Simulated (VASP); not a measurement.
# Cd (Im-3m) in VASP: single point with r2SCAN

Aim: the single point of Cd with r2SCAN.

All numbers are computed with VASP 6.6.1; they aren't measurements. Logs are shortened: lines on timing, memory, paths and dates and some standing lists are left out, and cuts for length are marked.

## Step 1: The cell of the first run

It takes space group Im-3m (No. 229, cubic). The conventional cell has a = 3.569 Å, b = 3.569 Å, c = 3.569 Å, α = 90.00°, β = 90.00°, γ = 90.00°. Within 4.1 Å of Cd (site symmetry m-3m) lie 14 Cd at 3.09 to 3.57 Å.

## Step 2: Single point, r2SCAN

Input file POSCAR:

```
Cd
1.0
   -1.7843220000      1.7843220000      1.7843220000
    1.7843220000     -1.7843220000      1.7843220000
    1.7843220000      1.7843220000     -1.7843220000
Cd
1
Direct
    0.0000000000      0.0000000000      0.0000000000
```

Input file INCAR.step1:

```
SYSTEM = Cd
  PREC = Accurate
  ENCUT = 520
  ISMEAR = 0
  SIGMA = 0.1
  LREAL = .False.
  LASPH = .True.
  NELM = 60
  NBANDS = 12
  GGA = PE
  ALGO = Normal
  EDIFF = 1E-4
  LWAVE = .True.
  LCHARG = .False.
```

Input file INCAR.step2:

```
SYSTEM = Cd
  PREC = Accurate
  ENCUT = 520
  EDIFF = 1E-6
  ISMEAR = 0
  SIGMA = 0.1
  LREAL = .False.
  LASPH = .True.
  NELM = 60
  ALGO = Normal
  ISIF = 2
  LWAVE = .False.
  LCHARG = .True.
  METAGGA = R2SCAN
  LMIXTAU = .True.
  LELF = .True.
  LVHAR = .True.
  NBANDS = 12
  ISTART = 1
```

Input file KPOINTS:

```
Automatic mesh
0
Gamma
  8 8 8
  0 0 0
```

Potentials or basis: VASP PAW PBE potentials, release 64 (Cd).

The run is started by

```bash
$ cat potpaw_PBE.64/Cd/POTCAR > POTCAR
$ cp INCAR.step1 INCAR
$ mpirun -np 1 vasp_std > vasp.out
$ cp INCAR.step2 INCAR
$ mpirun -np 1 vasp_std > vasp.out
```

OUTCAR:

```text
SYSTEM = Cd
   PREC = Accurate
   ENCUT = 520
   EDIFF = 1E-6
   ISMEAR = 0
   LREAL = .False.
   LASPH = .True.
   NELM = 60
   ISIF = 2
   METAGGA = R2SCAN
   ISTART = 1

 ion  position               nearest neighbor table
   1  0.000  0.000  0.000-

  LATTYP: Found a body centered cubic cell.
 ALAT       =     3.5686440000

  Lattice vectors:

 A1 = (  -1.7843220000,   1.7843220000,   1.7843220000)
 A2 = (   1.7843220000,  -1.7843220000,   1.7843220000)
 A3 = (   1.7843220000,   1.7843220000,  -1.7843220000)

Analysis of symmetry for initial positions (statically):
=====================================================================
 Subroutine PRICEL returns:
 Original cell was already a primitive cell.

 Routine SETGRP: Setting up the symmetry group for a
 body centered cubic supercell.

 Subroutine GETGRP returns: Found 48 space group operations
 (whereof 48 operations were pure point group operations)
 out of a pool of 48 trial point group operations.

The static configuration has the point symmetry O_h .

Analysis of symmetry for dynamics (positions and initial velocities):
=====================================================================
 Subroutine PRICEL returns:
 Original cell was already a primitive cell.

 Routine SETGRP: Setting up the symmetry group for a
 body centered cubic supercell.

 Subroutine GETGRP returns: Found 48 space group operations
 (whereof 48 operations were pure point group operations)
 out of a pool of 48 trial point group operations.

The dynamic configuration has the point symmetry O_h .

 Subroutine INISYM returns: Found 48 space group operations
 (whereof 48 operations are pure point group operations),
 and found     1 'primitive' translations

----------------------------------------------------------------------------------------

                                     Primitive cell

  volume of cell :      22.7237

  direct lattice vectors                    reciprocal lattice vectors
    -1.784322000  1.784322000  1.784322000     0.000000000  0.280218481  0.280218481
     1.784322000 -1.784322000  1.784322000     0.280218481  0.000000000  0.280218481
     1.784322000  1.784322000 -1.784322000     0.280218481  0.280218481  0.000000000

  length of vectors
     3.090536361  3.090536361  3.090536361     0.396288776  0.396288776  0.396288776

  position of ions in fractional coordinates (direct lattice)
     0.000000000  0.000000000  0.000000000

  ion indices of the primitive-cell ions
   primitive index   ion index
                 1           1

----------------------------------------------------------------------------------------

 KPOINTS: Automatic mesh

Automatic generation of k-mesh.
 Grid dimensions read from file:
 generate k-points for:    8    8    8

 Generating k-lattice:

  Cartesian coordinates                     Fractional coordinates (reciprocal lattice)
     0.000000000  0.035027310  0.035027310     0.125000000  0.000000000  0.000000000
     0.035027310  0.000000000  0.035027310     0.000000000  0.125000000  0.000000000
     0.035027310  0.035027310  0.000000000     0.000000000  0.000000000  0.125000000

  Length of vectors
     0.049536097  0.049536097  0.049536097

  Shift w.r.t. Gamma in fractional coordinates (k-lattice)
     0.000000000  0.000000000  0.000000000

 Subroutine IBZKPT returns following result:
 ===========================================

 Found     29 irreducible k-points:

 Following reciprocal coordinates:
            Coordinates               Weight
  0.000000  0.000000  0.000000      1.000000
  0.125000  0.000000  0.000000     12.000000
  0.250000  0.000000  0.000000     12.000000
  0.375000  0.000000  0.000000     12.000000
  0.500000  0.000000  0.000000      6.000000
  0.125000  0.125000  0.000000     24.000000
[... 16 lines left out ...]
 -0.250000  0.250000  0.250000      6.000000
 -0.375000  0.375000  0.250000     24.000000
 [... further k-points ...]
   k-points           NKPTS =     29   k-points in BZ     NKDIM =     29   number of bands    NBANDS=     12
   number of dos      NEDOS =    301   number of ions     NIONS =      1
   total plane-waves  NPLWV =  13824
   dimension x,y,z NGX =    24 NGY =   24 NGZ =   24
   dimension x,y,z NGXF=    48 NGYF=   48 NGZF=   48
   ions per type =               1
   NGX,Y,Z   is equivalent  to a cutoff of  12.91, 12.91, 12.91 a.u.
   NGXF,Y,Z  is equivalent  to a cutoff of  25.82, 25.82, 25.82 a.u.
 SYSTEM =  Cd
   PREC   = accura    normal or accurate (medium, high low for compatibility)
   ISTART =      1    job   : 0-new  1-cont  2-samecut
   ICHARG =      0    charge: 1-file 2-atom 10-const
   ISPIN  =      1    spin polarized calculation?
   LNONCOLLINEAR =      F non collinear calculations
   LSORBIT =      F    spin-orbit coupling
   LASPH  =      T    aspherical Exc in radial PAW
   ENCUT  =  520.0 eV  38.22 Ry    6.18 a.u.   5.75  5.75  5.75*2*pi/ulx,y,z
   NELM   =     60;   NELMIN=  2; NELMDL=  0     # of ELM steps
   EDIFF  = 0.1E-05   stopping-criterion for ELM
   LREAL  =      F    real-space projection
   EDIFFG = 0.1E-04   stopping-criterion for IOM
   NSW    =      0    number of steps for IOM
   IBRION =     -1    ionic relax: 0-MD 1-quasi-New 2-CG
   NFREE  =      0    steps in history (QN), initial steepest desc. (CG)
   ISIF   =      2    stress and relaxation
   ISYM   =      2    0-nonsym 1-usesym 2-fastsym
   POTIM  = 0.5000    time-step for ionic-motion
   TEBEG  =    0.0;   TEEND  =   0.0 temperature during run
   PSTRESS=    0.0 pullay stress
   NELECT =      12.0000    total number of electrons
   NUPDOWN=      -1.0000    fix difference up-down
   EMIN   =  10.00;   EMAX   =-10.00  energy-range for DOS
   EFERMI =   0.00;   METHOD = LEGACY
   ISMEAR =     0;   SIGMA  =   0.10  broadening in eV -4-tet -1-fermi 0-gaus
   EFERMI_NEDOS =   21; number of points for ismear=-14 and -15
   IALGO  =     38    algorithm
   IMIX   =      4    mixing-type and parameters
     AMIX     =   0.40;   BMIX     =  1.00
     AMIX_MAG =   1.60;   BMIX_MAG =  1.00
  volume/ion in A,a.u.               =      22.72       153.35
  Fermi-wavevector in a.u.,A,eV,Ry     =   1.323250  2.500581 23.823686  1.750992
  Thomas-Fermi vector in A             =   2.452872
   LORBIT       =      0    0 simple, 1 ext, 2 COOP (PROOUT), +10 PAW based schemes
   METAGGA = R2SCAN    functional components
   LHFCALC =     F    Hartree Fock is set to
   AEXX    =    0.0000 exact exchange contribution
   IVDW    =     0    specifies the selected vdW correction
   LEPSILON=     F    determine dielectric tensor
   LRPA    =     F    only Hartree local field effects (RPA)
 non-spin polarized calculation
 Gauss-broadening in eV      SIGMA  =   0.10
  energy-cutoff  :      520.00
  volume of cell :       22.72
 maximum number of plane-waves:       627
   NGX = 11   NGY = 11   NGZ = 11

 number of electron      12.0000007 magnetization

 Free energy of the ion-electron system (eV)
  ---------------------------------------------------
  ext. energy  EPLUGINS =         0.00000000
  ---------------------------------------------------
  free energy    TOTEN  =       -19.99414681 eV

  energy without entropy =      -19.99177461  energy(sigma->0) =      -19.99296071

 E-fermi :   2.4426     XC(G=0): -11.5538

 val. band max:        2.2941919464   @ k =   0.3750   0.2500   0.0000
 cond. band min:       2.4951433259   @ k =   0.3750   0.2500   0.0000
 fundamental gap:      0.2009513795
 Fermi energy:         2.4426419483

 k-point     1 :       0.0000    0.0000    0.0000
  band No.  band energies     occupation
      1      -7.0575      2.00000
      2      -7.0575      2.00000
      3      -7.0575      2.00000
      4      -6.4430      2.00000
      5      -6.4430      2.00000
      6      -6.3279      2.00000
      7      18.6278      0.00000
      8      18.6278      0.00000
      9      18.6278      0.00000
     10      19.2737      0.00000
     11      19.2737      0.00000
     12      19.2737      0.00000

 k-point     2 :       0.1250    0.0000    0.0000
  band No.  band energies     occupation
      1      -7.1041      2.00000
      2      -7.0572      2.00000
      3      -6.9199      2.00000
      4      -6.4927      2.00000
      5      -6.4411      2.00000
      6      -5.8757      2.00000
      7      14.8027      0.00000
      8      17.0683      0.00000
      9      17.2571      0.00000
     10      18.0156      0.00000
     11      18.3201      0.00000
     12      19.3914      0.00000

 k-point     3 :       0.2500    0.0000    0.0000
  band No.  band energies     occupation
      1      -7.2153      2.00000
      2      -7.1706      2.00000
      3      -6.5713      2.00000
      4      -6.5348      2.00000
      5      -6.4345      2.00000
      6      -4.4761      2.00000
      7       9.6766      0.00000
      8      14.7064      0.00000
      9      14.8870      0.00000
     10      17.1585      0.00000
     11      17.5708      0.00000
     12      20.9098      0.00000

 k-point     4 :       0.3750    0.0000    0.0000
  band No.  band energies     occupation
      1      -7.3649      2.00000
      2      -7.3244      2.00000
      3      -6.4994      2.00000
      4      -6.4247      2.00000
      5      -6.1958      2.00000
      6      -2.1717      2.00000
      7       5.0611      0.00000
      8      12.9129      0.00000
      9      13.4701      0.00000
     10      16.6167      0.00000
     11      17.2044      0.00000
     12      23.3030      0.00000

 k-point     5 :       0.5000    0.0000    0.0000
  band No.  band energies     occupation
      1      -7.4546      2.00000
      2      -7.3691      2.00000
      3      -6.4740      2.00000
      4      -6.4197      2.00000
      5      -6.0310      2.00000
      6       0.4801      2.00000
      7       1.6320      2.00000
      8      12.2639      0.00000
      9      12.9825      0.00000
     10      16.4382      0.00000
     11      17.1114      0.00000
     12      24.3940      0.00000
[... 228 lines left out ...]
      1      -7.1233      2.00000
      2      -7.0209      2.00000
      3      -7.0209      2.00000
      4      -6.3066      2.00000
      5      -6.3066      2.00000
      6       3.4323      0.00000
      7       3.7689      0.00000
      8       3.7689      0.00000
      9      15.2849      0.00000
     10      16.8988      0.00000
     11      16.8988      0.00000
     12      19.3500      0.00000

 k-point    22 :       0.2500    0.2500    0.2500
  band No.  band energies     occupation
      1      -7.0096      2.00000
      2      -7.0096      2.00000
      3      -7.0096      2.00000
      4      -6.4109      2.00000
      5      -6.4109      2.00000
      6       3.7318      0.00000
      7       4.8819      0.00000
      8       4.8819      0.00000
      9       4.8819      0.00000
     10      27.7772      0.00000
     11      27.7784      0.00000
     12      27.7859      0.00000

 k-point    23 :      -0.2500    0.2500    0.2500
  band No.  band energies     occupation
      1      -6.9747      2.00000
      2      -6.7754      2.00000
      3      -6.7709      2.00000
      4      -6.7709      2.00000
      5      -6.5985      2.00000
      6      -2.6109      2.00000
      7      10.5573      0.00000
      8      10.5573      0.00000
      9      11.4959      0.00000
     10      12.6495      0.00000
     11      22.9909      0.00000
     12      22.9909      0.00000

 k-point    24 :      -0.3750    0.3750    0.2500
  band No.  band energies     occupation
      1      -7.1820      2.00000
      2      -6.9841      2.00000
      3      -6.7736      2.00000
      4      -6.5825      2.00000
      5      -6.2592      2.00000
      6      -0.3626      2.00000
      7       6.5628      0.00000
      8       8.9922      0.00000
      9      11.1299      0.00000
     10      13.6126      0.00000
     11      19.7494      0.00000
     12      22.5136      0.00000

 [... further k-points ...]

------------------------ aborting loop because EDIFF is reached ----------------------------------------

  FORCE on cell =-STRESS in cart. coord.  units (eV):
  Direction    XX          YY          ZZ          XY          YZ          ZX
  --------------------------------------------------------------------------------------
  -------------------------------------------------------------------------------------
  Total       -0.2265540     -0.2265540     -0.2265540      0.0000000      0.0000000     -0.0000000
  in kB      -15.9735917    -15.9735917    -15.9735917      0.0000000      0.0000000     -0.0000000
  external PRESSURE =     -15.9735917 kB  Pullay stress =       0.0000000 kB

 VOLUME and BASIS-vectors are now :
 -----------------------------------------------------------------------------
  energy-cutoff  :      520.00
  volume of cell :       22.72
      direct lattice vectors                 reciprocal lattice vectors
    -1.784322000  1.784322000  1.784322000     0.000000000  0.280218481  0.280218481
     1.784322000 -1.784322000  1.784322000     0.280218481  0.000000000  0.280218481
     1.784322000  1.784322000 -1.784322000     0.280218481  0.280218481  0.000000000

 POSITION                                       TOTAL-FORCE (eV/Angst)
 -----------------------------------------------------------------------------------
      0.00000      0.00000      0.00000         0.000000     -0.000000      0.000000
 -----------------------------------------------------------------------------------
    total drift:                               -0.000000      0.000000      0.000000

  FREE ENERGIE OF THE ION-ELECTRON SYSTEM (eV)
  ---------------------------------------------------
  free  energy   TOTEN  =       -19.9941468114 eV

  energy  without entropy=      -19.9917746134  energy(sigma->0) =      -19.99296071
```

It took 15 s on 1 thread of Intel Xeon Platinum 8488C (Sapphire Rapids), shared host; peak memory 0.14 GiB.

Results:

| Item | Value |
| --- | --- |
| Free energy | -19.9941 eV |
| Pressure | -1.6 GPa |
| Band gap on the k mesh | zero (band 6 reaches 6.19 eV, above the bottom of band 7 at 1.63 eV) |

Caveat: the PAW data sets were made with another functional, which shifts forces and pressure a little.
